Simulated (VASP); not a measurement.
# Tc in VASP: notebook, part 2 of 2

VASP 6.6.1.

## (6) Single point, PBEsol (equal xx and yy strain of +2 %)

INCAR

```
SYSTEM = Tc
  PREC = Accurate
  ENCUT = 520
  EDIFF = 1E-6
  ISMEAR = -1
  SIGMA = 0.03
  LREAL = .False.
  LASPH = .True.
  NELM = 60
  ALGO = Normal
  ISIF = 2
  LWAVE = .False.
  LCHARG = .False.
  GGA = PS
  NBANDS = 12
```

KPOINTS

```
regular mesh
0
Gamma
  18 18 18
  0 0 0
```

POSCAR

```
Tc
1.0
    0.0000000000      1.9890000000      1.9500000000
    1.9890000000      0.0000000000      1.9500000000
    1.9890000000      1.9890000000      0.0000000000
Tc
1
Direct
    0.0000000000      0.0000000000      0.0000000000
```

Potentials or basis: VASP PAW PBE potentials, release 64 (Tc_pv).

Launch:

```
$ cat potpaw_PBE.64/Tc_pv/POTCAR > POTCAR
$ mpirun -np 1 vasp_std > vasp.out
```

OUTCAR:

```text
SYSTEM = Tc
   PREC = Accurate
   ENCUT = 520
   EDIFF = 1E-6
   ISMEAR = -1
   LREAL = .False.
   LASPH = .True.
   NELM = 60
   ISIF = 2
   GGA = PS

 ion  position               nearest neighbor table
   1  0.000  0.000  0.000-

  LATTYP: Found a body centered tetragonal cell.
 ALAT       =     2.8128707756
 C/A-ratio  =     1.3864838847

  Lattice vectors:

 A1 = (   0.0000000000,  -1.9890000000,  -1.9500000000)
 A2 = (   0.0000000000,   1.9890000000,  -1.9500000000)
 A3 = (   1.9890000000,   0.0000000000,   1.9500000000)

Analysis of symmetry for initial positions (statically):
=====================================================================
 Subroutine PRICEL returns:
 Original cell was already a primitive cell.

 Routine SETGRP: Setting up the symmetry group for a
 body centered tetragonal supercell.

 Subroutine GETGRP returns: Found 16 space group operations
 (whereof 16 operations were pure point group operations)
 out of a pool of 16 trial point group operations.

The static configuration has the point symmetry D_4h.

Analysis of symmetry for dynamics (positions and initial velocities):
=====================================================================
 Subroutine PRICEL returns:
 Original cell was already a primitive cell.

 Routine SETGRP: Setting up the symmetry group for a
 body centered tetragonal supercell.

 Subroutine GETGRP returns: Found 16 space group operations
 (whereof 16 operations were pure point group operations)
 out of a pool of 16 trial point group operations.

The dynamic configuration has the point symmetry D_4h.

 Subroutine INISYM returns: Found 16 space group operations
 (whereof 16 operations are pure point group operations),
 and found     1 'primitive' translations

----------------------------------------------------------------------------------------

                                     Primitive cell

  volume of cell :      15.4289

[... 108 lines left out ...]
  Fermi-wavevector in a.u.,A,eV,Ry     =   1.546244  2.921977 32.529748  2.390869
  Thomas-Fermi vector in A             =   2.651507
   LORBIT       =      0    0 simple, 1 ext, 2 COOP (PROOUT), +10 PAW based schemes
   GGA     = PS    functional components
   LHFCALC =     F    Hartree Fock is set to
   AEXX    =    0.0000 exact exchange contribution
   IVDW    =     0    specifies the selected vdW correction
   LEPSILON=     F    determine dielectric tensor
   LRPA    =     F    only Hartree local field effects (RPA)
 non-spin polarized calculation
  energy-cutoff  :      520.00
  volume of cell :       15.43
 maximum number of plane-waves:       436
 NGX is ok and might be reduce to    24
   NGX = 11   NGY = 11   NGZ = 11

 number of electron      13.0000000 magnetization

 Free energy of the ion-electron system (eV)
  ---------------------------------------------------
  ext. energy  EPLUGINS =         0.00000000
  ---------------------------------------------------
  free energy    TOTEN  =       -11.07539888 eV

  energy without entropy =      -11.07213434  energy(sigma->0) =      -11.07376661

 E-fermi :  11.4290     XC(G=0): -13.5069

 val. band max:       11.4256379430   @ k =   0.5000   0.3333   0.0000
 cond. band min:      11.4331897494   @ k =   0.2778   0.2222   0.0000
 fundamental gap:      0.0075518064
 Fermi energy:        11.4290144233

 k-point     1 :       0.0000    0.0000    0.0000
  band No.  band energies     occupation
      1     -26.9478      2.00000
      2     -26.9478      2.00000
      3     -26.9411      2.00000
      4       4.2144      2.00000
      5       9.7515      2.00000
      6       9.7515      2.00000
      7       9.9780      2.00000
      8      12.0330      0.00000
      9      12.3159      0.00000
     10      25.4601      0.00000
     11      30.4457      0.00000
     12      30.4457      0.00000
[... 331 lines left out ...]
 k-point    24 :      -0.2222    0.0556    0.0000
  band No.  band energies     occupation
      1     -27.4293      2.00000
      2     -27.0355      2.00000
      3     -27.0076      2.00000
      4       6.0652      2.00000
      5       9.2310      2.00000
      6      10.1865      2.00000
      7      10.3011      2.00000
      8      11.8579      0.00000
      9      12.7273      0.00000
     10      25.9497      0.00000
     11      27.9641      0.00000
     12      33.1406      0.00000

 [... further k-points ...]
[... 5 lines left out ...]
  --------------------------------------------------------------------------------------
  -------------------------------------------------------------------------------------
  Total       -2.5084119     -2.5084119     -2.1773293      0.0000000     -0.0000000     -0.0000000
  in kB     -260.4805271   -260.4805271   -226.0999768      0.0000000     -0.0000000     -0.0000000
  external PRESSURE =    -249.0203437 kB  Pullay stress =       0.0000000 kB

 VOLUME and BASIS-vectors are now :
 -----------------------------------------------------------------------------
  energy-cutoff  :      520.00
  volume of cell :       15.43
      direct lattice vectors                 reciprocal lattice vectors
     0.000000000  1.989000000  1.950000000    -0.251382604  0.251382604  0.256410256
     1.989000000  0.000000000  1.950000000     0.251382604 -0.251382604  0.256410256
     1.989000000  1.989000000  0.000000000     0.251382604  0.251382604 -0.256410256

 POSITION                                       TOTAL-FORCE (eV/Angst)
 -----------------------------------------------------------------------------------
      0.00000      0.00000      0.00000         0.000000     -0.000000      0.000000
 -----------------------------------------------------------------------------------
    total drift:                                0.000000      0.000000      0.000000

  FREE ENERGIE OF THE ION-ELECTRON SYSTEM (eV)
  ---------------------------------------------------
  free  energy   TOTEN  =       -11.0753988825 eV

  energy  without entropy=      -11.0721343425  energy(sigma->0) =      -11.07376661
```

OSZICAR:

```text
N       E                     dE             d eps       ncg     rms          rms(c)
DAV:   1     0.118371022398E+03    0.11837E+03   -0.77938E+03 11560   0.103E+03
DAV:   2    -0.102273703286E+02   -0.12860E+03   -0.12514E+03 12624   0.309E+02
DAV:   3    -0.119897471198E+02   -0.17624E+01   -0.17585E+01 12720   0.419E+01
DAV:   4    -0.119968937017E+02   -0.71466E-02   -0.71462E-02 12492   0.298E+00
DAV:   5    -0.119969486685E+02   -0.54967E-04   -0.54966E-04 12916   0.251E-01    0.157E+01
DAV:   6    -0.111601597882E+02    0.83679E+00   -0.12112E+00 11864   0.142E+01    0.402E+00
DAV:   7    -0.110813800721E+02    0.78780E-01   -0.13872E-01 13004   0.456E+00    0.550E-01
DAV:   8    -0.110754170049E+02    0.59631E-02   -0.45230E-03 11760   0.829E-01    0.125E-01
DAV:   9    -0.110753936387E+02    0.23366E-04   -0.85946E-05 13940   0.118E-01    0.162E-02
DAV:  10    -0.110753988940E+02   -0.52553E-05   -0.42819E-06 12032   0.212E-02    0.397E-03
DAV:  11    -0.110753988825E+02    0.11454E-07   -0.68278E-08  6792   0.328E-03
   1 F= -.11075399E+02 E0= -.11073767E+02  d E =-.326454E-02
```

stdout:

```text
POSCAR found type information on POSCAR Tc
 POSCAR found :  1 types and       1 ions
 scaLAPACK will be used
 -----------------------------------------------------------------------------
|                                                                             |
|                                                                             |
|     You enforced a specific xc type in the INCAR file but a different       |
|     I HOPE YOU KNOW WHAT YOU ARE DOING!                                     |
|                                                                             |
 -----------------------------------------------------------------------------

 LDA part: xc-table for (Slater+PW92), standard interpolation
 POSCAR, INCAR and KPOINTS ok, starting setup
 FFT: planning ... GRIDC
 FFT: planning ... GRID_SOFT
 FFT: planning ... GRID
 WAVECAR not read
 entering main loop
```

Run time: 23 s. Hardware: 1 thread of Intel Xeon 6975P-C (Granite Rapids), shared host; peak memory 0.21 GiB.

Results:

| Item | Value |
| --- | --- |
| Free energy | -11.0754 eV |
| Pressure | -24.9 GPa |

Levels at points of the mesh, in eV from the Fermi level:
| k point | band 5 | band 6 | band 7 | band 8 | band 9 | band 10 |
| --- | --- | --- | --- | --- | --- | --- |
| (0.00, 0.00, 0.00) | -1.68 | -1.68 | -1.45 | 0.60 | 0.89 | 14.03 |
| (0.50, 0.00, 0.00) | -1.87 | -1.63 | 1.10 | 2.52 | 2.65 | 9.82 |
| (0.50, 0.50, 0.00) | -4.84 | 2.52 | 3.12 | 3.12 | 3.81 | 12.29 |
| (0.50, 0.00, 0.50) | -4.81 | 2.53 | 2.99 | 3.20 | 3.41 | 12.48 |

Caveat: the cell differs from its parent crystal (equal xx and yy strain of +2 %); the PAW data sets were made with another functional, which shifts forces and pressure a little.

## (7) Overview

| cell | gap on the mesh (eV) | pressure (GPa) |
| --- | --- | --- |
| a = 2.812 Å, angles 60.0°, 1 atom | none | -28.6 |
| a = 2.730, b = 2.730, c = 2.703 Å, angles 60.3, 60.3, 59.3°, 1 atom | none | -4.4 |
| a = 2.785, b = 2.785, c = 2.758 Å, angles 60.3, 60.3, 59.3°, 1 atom | none | -20.5 |
| a = 2.772, b = 2.772, c = 2.785 Å, angles 59.8, 59.8, 60.3°, 1 atom | none | -20.6 |
| a = 2.785, b = 2.785, c = 2.813 Å, angles 59.7, 59.7, 60.7°, 1 atom | none | -24.9 |

Alike in all rows: task single point; level PBEsol; potentials or basis VASP PAW PBE potentials, release 64 (Tc_pv); no spin polarisation; k mesh 18 × 18 × 18; cutoff (eV) 520; smearing fermi-dirac 0.03 eV.

Caveats: the PAW data sets were made with another functional, which shifts forces and pressure a little.

Total energies depend on the potentials used, so only differences within one code and one set of settings carry meaning.
